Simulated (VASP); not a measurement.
Input of a VASP 6.6.1 run:

File INCAR:

```
SYSTEM = BaBr
PREC     = Accurate       ! precision mode
ENCUT    = 520            ! plane-wave cutoff, eV
EDIFF    = 1E-6           ! SCF threshold, eV
ISMEAR   = 0              ! smearing method
SIGMA    = 0.1            ! smearing width, eV
LREAL    = .FALSE.        ! projectors in reciprocal space
LASPH    = .TRUE.         ! aspherical terms in the spheres
NELM     = 60             ! most SCF steps
ALGO     = Normal         ! electronic algorithm
ISIF     = 2              ! what is computed and relaxed
LWAVE    = .FALSE.        ! write WAVECAR
LCHARG   = .FALSE.        ! write CHGCAR
GGA      = PE             ! functional
NBANDS   = 16             ! bands
```

The input KPOINTS:

```
regular mesh
0
G
  6 4 4
  0 0 0
```

The input POSCAR:

```
BaBr
1.0
    3.3204500400      0.0000000000      0.0000000000
    0.0000000000      4.2733337600      0.0000000000
    0.0000000000      0.0000000000      4.9829763300
Ba Br
1 1
Direct
    0.0000000000      0.5000000000      0.0000000000
    0.5000000000      0.0000000000      0.0000000000
```

Potentials or basis: VASP PAW PBE potentials, release 64 (Ba_sv, Br).

Run with:

```sh
$ cat potpaw_PBE.64/Ba_sv/POTCAR potpaw_PBE.64/Br/POTCAR > POTCAR
$ mpirun -np 1 vasp_std > vasp.out
```

**Question.** Estimate the pressure.

**Answer.** 29.8 GPa.

Stress tensor (GPa, compression positive):
```
38.97  0.00  0.00
 0.00 50.73  0.00
 0.00  0.00 -0.37
```

Caveat: the k points lie up to 0.37 Å⁻¹ apart; an odd number of electrons without spin polarisation forces a metal; a magnetic or distorted state may lie lower.
